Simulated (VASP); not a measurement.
# Pt (P6_3/mmc) in VASP: a series of runs, part 2 of 2

VASP 6.6.1. Earlier steps stand in the parts before.

**3. Single point, BLYP (16.78 Å³/atom)**

This run uses another cell than the first one, of 16.78 Å³/atom.

INCAR

```
AGGAC = 1.0 ; AGGAX = 1.0
ALDAC = 0.0 ; ALDAX = 1.0
ALGO = Normal ; EDIFF = 1E-6
ENCUT = 570 ; GGA = B5
GGA_COMPAT = F ; ISIF = 2
ISMEAR = -1 ; LASPH = T
LCHARG = F ; LREAL = F
LWAVE = F ; NBANDS = 25
NELM = 120 ; PREC = Accurate
SIGMA = 0.1
```

KPOINTS

```
k-points
0
Gamma
  14 14 7
```

POSCAR

```
Pt
1.0
    2.8137407907      0.0000000000      0.0000000000
   -1.4068703954      2.4367710044      0.0000000000
    0.0000000000      0.0000000000      4.8959559437
Pt
2
Direct
    0.3333333333      0.6666666667      0.2500000000
    0.6666666667      0.3333333333      0.7500000000
```

Potentials or basis: VASP PAW PBE potentials, release 64 (Pt_sv_GW).

The run is started by

```
> cat potpaw_PBE.64/Pt_sv_GW/POTCAR > POTCAR
> mpirun -np 1 vasp_std > vasp.out
```

OUTCAR:

```text
EDIFF = 1E-6
   ENCUT = 570
   GGA = B5
   ISIF = 2
   ISMEAR = -1
   LASPH = T
   LREAL = F
   NELM = 120
   PREC = Accurate

 ion  position               nearest neighbor table
   1  0.333  0.667  0.250-   2 2.94   2 2.94   2 2.94   2 2.94   2 2.94   2 2.94
   2  0.667  0.333  0.750-   1 2.94   1 2.94   1 2.94   1 2.94   1 2.94   1 2.94

  LATTYP: Found a hexagonal cell.
 ALAT       =     2.8137407907
 C/A-ratio  =     1.7400166923

  Lattice vectors:

 A1 = (   2.8137407907,   0.0000000000,   0.0000000000)
 A2 = (  -1.4068703954,   2.4367710044,   0.0000000000)
 A3 = (   0.0000000000,   0.0000000000,   4.8959559437)

Analysis of symmetry for initial positions (statically):
=====================================================================
 Subroutine PRICEL returns:
 Original cell was already a primitive cell.

 Routine SETGRP: Setting up the symmetry group for a
 hexagonal supercell.

 Subroutine GETGRP returns: Found 24 space group operations
 (whereof 12 operations were pure point group operations)
 out of a pool of 24 trial point group operations.

The static configuration has the point symmetry D_3d.
 The point group associated with its full space group is D_6h.

Analysis of symmetry for dynamics (positions and initial velocities):
=====================================================================
 Subroutine PRICEL returns:
 Original cell was already a primitive cell.

 Routine SETGRP: Setting up the symmetry group for a
 hexagonal supercell.

 Subroutine GETGRP returns: Found 24 space group operations
 (whereof 12 operations were pure point group operations)
 out of a pool of 24 trial point group operations.

The dynamic configuration has the point symmetry D_3d.
 The point group associated with its full space group is D_6h.

 Subroutine INISYM returns: Found 24 space group operations
 (whereof 12 operations are pure point group operations),
 and found     1 'primitive' translations

----------------------------------------------------------------------------------------

                                     Primitive cell

  volume of cell :      33.5688

  direct lattice vectors                    reciprocal lattice vectors
     2.813740791  0.000000000  0.000000000     0.355398764  0.205189572  0.000000000
    -1.406870395  2.436771004  0.000000000     0.000000000  0.410379144  0.000000000
     0.000000000  0.000000000  4.895955944     0.000000000  0.000000000  0.204250204

  length of vectors
     2.813740791  2.813740791  4.895955944     0.410379144  0.410379144  0.204250204

  position of ions in fractional coordinates (direct lattice)
     0.333333333  0.666666667  0.250000000
     0.666666667  0.333333333  0.750000000

  ion indices of the primitive-cell ions
   primitive index   ion index
                 1           1
                 2           2

----------------------------------------------------------------------------------------

 KPOINTS: k-points

Automatic generation of k-mesh.
 Grid dimensions read from file:
 generate k-points for:   14   14    7

 Generating k-lattice:

  Cartesian coordinates                     Fractional coordinates (reciprocal lattice)
     0.025385626  0.014656398  0.000000000     0.071428571  0.000000000  0.000000000
     0.000000000  0.029312796  0.000000000     0.000000000  0.071428571  0.000000000
     0.000000000  0.000000000  0.029178601     0.000000000  0.000000000  0.142857143

  Length of vectors
     0.029312796  0.029312796  0.029178601

  Shift w.r.t. Gamma in fractional coordinates (k-lattice)
     0.000000000  0.000000000  0.000000000

 Subroutine IBZKPT returns following result:
 ===========================================

 Found     96 irreducible k-points:

 Following reciprocal coordinates:
            Coordinates               Weight
  0.000000  0.000000  0.000000      1.000000
  0.071429  0.000000  0.000000      6.000000
  0.142857  0.000000  0.000000      6.000000
  0.214286  0.000000  0.000000      6.000000
  0.285714  0.000000  0.000000      6.000000
  0.357143  0.000000  0.000000      6.000000
[... 16 lines left out ...]
  0.285714  0.285714  0.000000      6.000000
  0.357143  0.285714  0.000000      6.000000
 [... further k-points ...]
   k-points           NKPTS =     96   k-points in BZ     NKDIM =     96   number of bands    NBANDS=     25
   number of dos      NEDOS =    301   number of ions     NIONS =      2
   total plane-waves  NPLWV =  23040
   dimension x,y,z NGX =    24 NGY =   24 NGZ =   40
   dimension x,y,z NGXF=    48 NGYF=   48 NGZF=   80
   ions per type =               2
   NGX,Y,Z   is equivalent  to a cutoff of  14.18, 14.18, 13.58 a.u.
   NGXF,Y,Z  is equivalent  to a cutoff of  28.36, 28.36, 27.16 a.u.
 SYSTEM =  unknown system
   PREC   = accura    normal or accurate (medium, high low for compatibility)
   ISTART =      0    job   : 0-new  1-cont  2-samecut
   ICHARG =      2    charge: 1-file 2-atom 10-const
   ISPIN  =      1    spin polarized calculation?
   LNONCOLLINEAR =      F non collinear calculations
   LSORBIT =      F    spin-orbit coupling
   LASPH  =      T    aspherical Exc in radial PAW
   ENCUT  =  570.0 eV  41.89 Ry    6.47 a.u.   5.48  5.48  9.53*2*pi/ulx,y,z
   NELM   =    120;   NELMIN=  2; NELMDL= -5     # of ELM steps
   EDIFF  = 0.1E-05   stopping-criterion for ELM
   LREAL  =      F    real-space projection
   EDIFFG = 0.1E-04   stopping-criterion for IOM
   NSW    =      0    number of steps for IOM
   IBRION =     -1    ionic relax: 0-MD 1-quasi-New 2-CG
   NFREE  =      0    steps in history (QN), initial steepest desc. (CG)
   ISIF   =      2    stress and relaxation
   ISYM   =      2    0-nonsym 1-usesym 2-fastsym
   POTIM  = 0.5000    time-step for ionic-motion
   TEBEG  =    0.0;   TEEND  =   0.0 temperature during run
   PSTRESS=    0.0 pullay stress
   NELECT =      36.0000    total number of electrons
   NUPDOWN=      -1.0000    fix difference up-down
   EMIN   =  10.00;   EMAX   =-10.00  energy-range for DOS
   EFERMI =   0.00;   METHOD = LEGACY
   ISMEAR =    -1;   SIGMA  =   0.10  broadening in eV -4-tet -1-fermi 0-gaus
   EFERMI_NEDOS =   21; number of points for ismear=-14 and -15
   IALGO  =     38    algorithm
   IMIX   =      4    mixing-type and parameters
     AMIX     =   0.40;   BMIX     =  1.00
     AMIX_MAG =   1.60;   BMIX_MAG =  1.00
  volume/ion in A,a.u.               =      16.78       113.27
  Fermi-wavevector in a.u.,A,eV,Ry     =   1.675702  3.166618 38.204868  2.807979
  Thomas-Fermi vector in A             =   2.760275
   LORBIT       =      0    0 simple, 1 ext, 2 COOP (PROOUT), +10 PAW based schemes
   GGA     = B5    functional components
   LHFCALC =     F    Hartree Fock is set to
   AEXX    =    0.0000 exact exchange contribution
   IVDW    =     0    specifies the selected vdW correction
   LEPSILON=     F    determine dielectric tensor
   LRPA    =     F    only Hartree local field effects (RPA)
 non-spin polarized calculation
  energy-cutoff  :      570.00
  volume of cell :       33.57
 maximum number of plane-waves:      1063
 NGX is ok and might be reduce to    24
   NGX = 11   NGY = 11   NGZ = 19

 number of electron      36.0000000 magnetization

 Free energy of the ion-electron system (eV)
  ---------------------------------------------------
  ext. energy  EPLUGINS =         0.00000000
  ---------------------------------------------------
  free energy    TOTEN  =       -10.07694266 eV

  energy without entropy =       -9.95443027  energy(sigma->0) =      -10.01568647

 E-fermi :   9.4105     XC(G=0): -12.7239

 val. band max:        9.4072877979   @ k =   0.4286   0.0714   0.2857
 cond. band min:       9.4344560402   @ k =   0.4286   0.1429   0.4286
 fundamental gap:      0.0271682423
 Fermi energy:         9.4105288590

 k-point     1 :       0.0000    0.0000    0.0000
  band No.  band energies     occupation
      1     -88.2359      2.00000
      2     -88.2203      2.00000
      3     -42.7219      2.00000
      4     -42.5802      2.00000
      5     -42.5802      2.00000
      6     -42.5492      2.00000
[... 17 lines left out ...]
     24      26.9161      0.00000
     25      29.8693      0.00000
[... 621 lines left out ...]
      3     -42.8243      2.00000
      4     -42.7917      2.00000
      5     -42.7720      2.00000
      6     -42.7344      2.00000
[... 17 lines left out ...]
     24      21.0130      0.00000
     25      22.3836      0.00000

 [... further k-points ...]

------------------------ aborting loop because EDIFF is reached ----------------------------------------

  FORCE on cell =-STRESS in cart. coord.  units (eV):
  Direction    XX          YY          ZZ          XY          YZ          ZX
  --------------------------------------------------------------------------------------
  -------------------------------------------------------------------------------------
  Total       -0.0401326     -0.0401326     -0.1445365      0.0000000     -0.0000000      0.0000000
  in kB       -1.9154543     -1.9154543     -6.8984540      0.0000000     -0.0000000      0.0000000
  external PRESSURE =      -3.5764542 kB  Pullay stress =       0.0000000 kB

 VOLUME and BASIS-vectors are now :
 -----------------------------------------------------------------------------
  energy-cutoff  :      570.00
  volume of cell :       33.57
      direct lattice vectors                 reciprocal lattice vectors
     2.813740791  0.000000000  0.000000000     0.355398764  0.205189572  0.000000000
    -1.406870395  2.436771004  0.000000000     0.000000000  0.410379144  0.000000000
     0.000000000  0.000000000  4.895955944     0.000000000  0.000000000  0.204250204

 POSITION                                       TOTAL-FORCE (eV/Angst)
 -----------------------------------------------------------------------------------
     -0.00000      1.62451      1.22399         0.000000      0.000000      0.000000
      1.40687      0.81226      3.67197        -0.000000     -0.000000      0.000000
 -----------------------------------------------------------------------------------
    total drift:                               -0.000000      0.000000     -0.000000

  FREE ENERGIE OF THE ION-ELECTRON SYSTEM (eV)
  ---------------------------------------------------
  free  energy   TOTEN  =       -10.0769426603 eV

  energy  without entropy=       -9.9544302700  energy(sigma->0) =      -10.01568647
```

OSZICAR:

```text
N       E                     dE             d eps       ncg     rms          rms(c)
DAV:   1     0.440919355748E+03    0.44092E+03   -0.28201E+04  5216   0.170E+03
DAV:   2     0.353451850836E+01   -0.43738E+03   -0.42785E+03  5664   0.602E+02
DAV:   3    -0.122673092657E+02   -0.15802E+02   -0.15639E+02  5628   0.109E+02
DAV:   4    -0.123747933128E+02   -0.10748E+00   -0.10741E+00  5599   0.945E+00
DAV:   5    -0.123754047185E+02   -0.61141E-03   -0.61124E-03  5784   0.664E-01    0.105E+02
DAV:   6    -0.101414271649E+02    0.22340E+01   -0.48708E+00  5010   0.176E+01    0.536E+01
DAV:   7    -0.101031123247E+02    0.38315E-01   -0.60043E-01  5847   0.543E+00    0.100E+01
DAV:   8    -0.100770712359E+02    0.26041E-01   -0.11439E-01  5128   0.306E+00    0.600E-01
DAV:   9    -0.100769708251E+02    0.10041E-03   -0.18598E-03  5265   0.441E-01    0.271E-01
DAV:  10    -0.100769408737E+02    0.29951E-04   -0.57205E-05  5900   0.888E-02    0.187E-01
DAV:  11    -0.100769427196E+02   -0.18458E-05   -0.11659E-05  5263   0.295E-02    0.398E-02
DAV:  12    -0.100769426603E+02    0.59246E-07   -0.32223E-07  2978   0.525E-03
   1 F= -.10076943E+02 E0= -.10015686E+02  d E =-.122512E+00
```

stdout:

```text
POSCAR found type information on POSCAR Pt
 POSCAR found :  1 types and       2 ions
 scaLAPACK will be used
 -----------------------------------------------------------------------------
|                                                                             |
|                                                                             |
|     You enforced a specific xc type in the INCAR file but a different       |
|     I HOPE YOU KNOW WHAT YOU ARE DOING!                                     |
|                                                                             |
 -----------------------------------------------------------------------------

 LDA part: xc-table for (Slater(with rela. corr.)+VWN5), standard interpolation
 POSCAR, INCAR and KPOINTS ok, starting setup
 FFT: planning ... GRIDC
 FFT: planning ... GRID_SOFT
 FFT: planning ... GRID
 WAVECAR not read
 entering main loop
```

It took 33 s on 1 thread of Intel Xeon 6975P-C (Granite Rapids), shared host; peak memory 0.21 GiB.

Results:

* Free energy: -10.0769 eV
* Pressure: -0.4 GPa
* Band gap on the k mesh: zero (bands 18 and 19 overlap by 1.13 eV)

Stress tensor (GPa, compression positive):
```
-0.19  0.00  0.00
 0.00 -0.19  0.00
 0.00  0.00 -0.69
```

Levels at points of the mesh, in eV from the Fermi level:
```csv
k point,band 15,band 16,band 17,band 18,band 19,band 20,band 21,band 22
"(0.00, 0.00, 0.00)",-2.78,-1.64,-1.64,-0.22,-0.22,-0.15,4.28,15.56
"(0.50, 0.00, 0.00)",-2.15,-0.04,0.27,0.44,2.30,3.65,7.09,8.73
```

Caveat: the PAW data sets were made with another functional, which shifts forces and pressure a little; spin-orbit coupling is left out, which moves the levels of the heavy elements.

The gap in the log of VASP goes by the Fermi energy; the results here count the filled bands.